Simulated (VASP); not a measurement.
Write the native input for VASP 6.6.1 that does the following.

```
Task                   : relaxation of cell and atoms
Functional             : r2SCAN
Potentials or basis    : VASP PAW PBE potentials, release 64 (Sc_sv, Al)
Cutoff                 : 600 eV
k mesh                 : 10 × 10 × 10
Occupations            : gaussian, width 0.1 eV
Spin                   : no spin polarisation
Dipole correction      : no
Further INCAR settings : ALGO = Normal; EDIFF = 1e-06; IBRION = 2; EDIFFG = -0.005; NSW = 100; ISIF = 3
```

Sc3Al:

```
CELL_PARAMETERS angstrom
4.43199 0.00000 0.00000
0.00000 4.43199 0.00000
0.00000 0.00000 4.43199
ATOMIC_POSITIONS crystal
Sc 0.50000 0.00000 0.50000
Sc 0.00000 0.50000 0.50000
Sc 0.50000 0.50000 0.00000
Al 0.00000 0.00000 0.00000
```

These files were run (other wordings do the same):

POSCAR

```
Sc3Al
1.0
    4.4319878233      0.0000000000      0.0000000000
    0.0000000000      4.4319878233      0.0000000000
    0.0000000000      0.0000000000      4.4319878233
Sc Al
3 1
Direct
    0.5000000000      0.0000000000      0.5000000000
    0.0000000000      0.5000000000      0.5000000000
    0.5000000000      0.5000000000      0.0000000000
    0.0000000000      0.0000000000      0.0000000000
```

INCAR.step1

```
ALGO     = Normal         # electronic algorithm
EDIFF    = 1E-4           # SCF threshold, eV
ENCUT    = 600            # plane-wave cutoff, eV
GGA      = PE             # functional
ISMEAR   = 0              # smearing method
LASPH    = True           # aspherical terms in the spheres
LCHARG   = False          # write CHGCAR
LREAL    = False          # projectors in reciprocal space
LWAVE    = True           # write WAVECAR
NELM     = 100            # most SCF steps
PREC     = Accurate       # precision mode
SIGMA    = 0.1            # smearing width, eV
```

INCAR.step2

```
ALGO     = Normal         # electronic algorithm
EDIFF    = 1E-6           # SCF threshold, eV
EDIFFG   = -0.005         # ionic threshold
ENCUT    = 600            # plane-wave cutoff, eV
IBRION   = 2              # ionic algorithm
ISIF     = 3              # what is computed and relaxed
ISMEAR   = 0              # smearing method
ISTART   = 1            
LASPH    = True           # aspherical terms in the spheres
LCHARG   = False          # write CHGCAR
LMIXTAU  = True         
LREAL    = False          # projectors in reciprocal space
LWAVE    = False          # write WAVECAR
METAGGA  = R2SCAN         # meta-GGA
NELM     = 100            # most SCF steps
NSW      = 100            # ionic steps
PREC     = Accurate       # precision mode
SIGMA    = 0.1            # smearing width, eV
```

KPOINTS

```
k-points
0
Gamma
  10 10 10
```

Potentials or basis: VASP PAW PBE potentials, release 64 (Sc_sv, Al).

Launch:

```sh
$ cat potpaw_PBE.64/Sc_sv/POTCAR potpaw_PBE.64/Al/POTCAR > POTCAR
$ cp INCAR.step1 INCAR
$ mpirun -np 1 vasp_std > vasp.out
$ cp INCAR.step2 INCAR
$ mpirun -np 1 vasp_std > vasp.out
```

It gave:

```json
{
 "Pressure after relaxing": "0.0 GPa",
 "Band gap on the k mesh": "zero (band 18 reaches 5.03 eV, above the bottom of band 19 at 3.39 eV)"
}
```

Caveat: the relaxation stopped at its first step, so nothing moved; the PAW data sets were made with another functional, which shifts forces and pressure a little.

It took 9.1 min on 1 thread of Intel Xeon 8259CL (shared host), peak memory 0.3 GiB.
